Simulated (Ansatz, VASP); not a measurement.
**BeZnSe2: VASP beside Ansatz**

The input POSCAR:

```
BeZnSe2
1.0
    3.8371965733      0.0000000000      0.0000000000
    0.0000000000      3.8371965733      0.0000000000
    0.0000000000      0.0000000000      5.5159166851
Be Zn Se
1 1 2
Direct
    0.0000000000      0.0000000000      0.0000000000
    0.5000000000      0.5000000000      0.5000000000
    0.0000000000      0.5000000000      0.7771639151
    0.5000000000      0.0000000000      0.2228360849
```

The input INCAR.step1:

```
SYSTEM = BeZnSe2
PREC = Accurate ; ENCUT = 520
ISMEAR = 0 ; SIGMA = 0.02
LREAL = .False. ; LASPH = .True.
NELM = 60 ; NBANDS = 21
GGA = PE ; ALGO = Normal
EDIFF = 1E-4 ; LWAVE = .True.
LCHARG = .False.
```

Contents of INCAR.step2:

```
SYSTEM = BeZnSe2
PREC = Accurate ; ENCUT = 520
EDIFF = 1E-6 ; ISMEAR = 0
SIGMA = 0.02 ; LREAL = .False.
LASPH = .True. ; NELM = 60
ALGO = Normal ; ISIF = 2
LWAVE = .False. ; LCHARG = .True.
METAGGA = R2SCAN ; LMIXTAU = .True.
LELF = .True. ; LVHAR = .True.
NBANDS = 21 ; ISTART = 1
```

The input KPOINTS:

```
Automatic mesh
0
Gamma
  8 8 6
  0 0 0
```

Input for Ansatz:

```yaml
crystal:
  lattice:
    - [3.8371965733, 0.0, 0.0]
    - [0.0, 3.8371965733, 0.0]
    - [0.0, 0.0, 5.5159166851]
  atoms:
    - { symbol: Be, position: [0.0, 0.0, 0.0] }
    - { symbol: Zn, position: [0.5, 0.5, 0.5] }
    - { symbol: Se, position: [0.0, 0.5, 0.7771639151] }
    - { symbol: Se, position: [0.5, 0.0, 0.2228360849] }
basis:
  ecutwfc: 500
kpoints:
  mp_grid: { grid: [8, 8, 6] }
  band_path:
    path:
      - [[0.0, 0.0, 0.0], [0.0, 0.5, 0.0], [0.5, 0.5, 0.0], [0.0, 0.0, 0.0], [0.0, 0.0, 0.5], [0.0, 0.5, 0.5], [0.5, 0.5, 0.5], [0.0, 0.0, 0.5]]
      - [[0.0, 0.5, 0.0], [0.0, 0.5, 0.5]]
      - [[0.5, 0.5, 0.0], [0.5, 0.5, 0.5]]
    npoints: 14
hamiltonian:
  xc: r2scan
scf:
  occupations: { method: gaussian, width: 0.02 }
  n_extra_bands: 10
output:
  forces: true
  stress: true
  eigenvalues: true
  populations: true
  dos: { projected: true, de: 0.02, nscf_kmesh: { grid: [12, 12, 9] } }
  bader: true
  write_density: true
  write_potential: true
  elf: true
  volumetric_format: npy
```

Alike in both runs: task single point; functional r2SCAN; k mesh 8 × 8 × 6; occupations gaussian, width 0.02 eV; no spin polarisation.

```csv
,VASP,Ansatz
version,VASP 6.6.1,Ansatz 0.2.0
potentials or method,"VASP PAW PBE potentials, release 64 (Be, Zn, Se), cutoff 520 eV","scalar-relativistic, plane waves, PAW"
valence electrons in the cell,26,46
```

|  | VASP | Ansatz | Ansatz less VASP |
| --- | --- | --- | --- |
| gap on the k mesh at the Fermi level (eV) | 2.88 | 2.88 | -0.006 |
| least direct gap on the mesh (eV) | 2.88 | 2.88 | -0.006 |
| pressure (GPa) | -1.5 | -1.6 | -0.09 |
| traceless stress, the component that is largest in VASP (GPa) | -0.17 | -0.13 | +0.034 |
| rms of the force components (eV/Å) | 0.068 | 0.069 | +0.0010 |

VASP's potentials were made for PBE, not for r2SCAN. Atom by atom the forces differ by 0.001 eV/Å (rms over components). VASP's potentials hold 26 valence electrons a cell and Ansatz's 46, so a difference there can come from the potentials and not from the codes.
